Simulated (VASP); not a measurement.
Runs of VASP 6.6.1 on Ta. The structure is that of space group Im-3m (No. 229), or close to it. The cells are those of the table. 

```tsv
cell	gap on the mesh (eV)	pressure (GPa)
a = 2.911 Å, angles 106.7, 110.9, 110.9°, 1 atom	none	-12.5
a = 2.846 Å, angles 110.3, 109.1, 109.1°, 1 atom	none	-0.5
a = 2.818 Å, angles 111.9, 108.3, 108.3°, 1 atom	none	(a)
a = 2.874 Å, angles 108.7, 109.9, 109.9°, 1 atom	none	-6.4
a = 2.832 Å, angles 111.1, 108.7, 108.7°, 1 atom	none	(b)
a = 2.918 Å, angles 106.3, 111.1, 111.1°, 1 atom	none	(c)
a = 2.904 Å, angles 107.1, 110.7, 110.7°, 1 atom	none	-11.4
a = 2.889 Å, angles 107.9, 110.3, 110.3°, 1 atom	none	-9.0
```

Alike in all rows: task single point; level PBEsol; potentials or basis VASP PAW PBE potentials, release 64 (Ta_pv); no spin polarisation; k mesh 20 × 20 × 20; cutoff (eV) 520; smearing gaussian 0.15 eV.

**Question.** Estimate the missing entries.

**Answer.** (a) 6.4; (b) 2.8; (c) -13.6.

Caveats: the PAW data sets were made with another functional, which shifts forces and pressure a little; spin-orbit coupling is left out, which moves the levels of the heavy elements.

A k mesh can miss the band edges, and the runs leave out spin-orbit coupling on Ta.

A gap of «none» marks levels without a gap at the run's occupations.
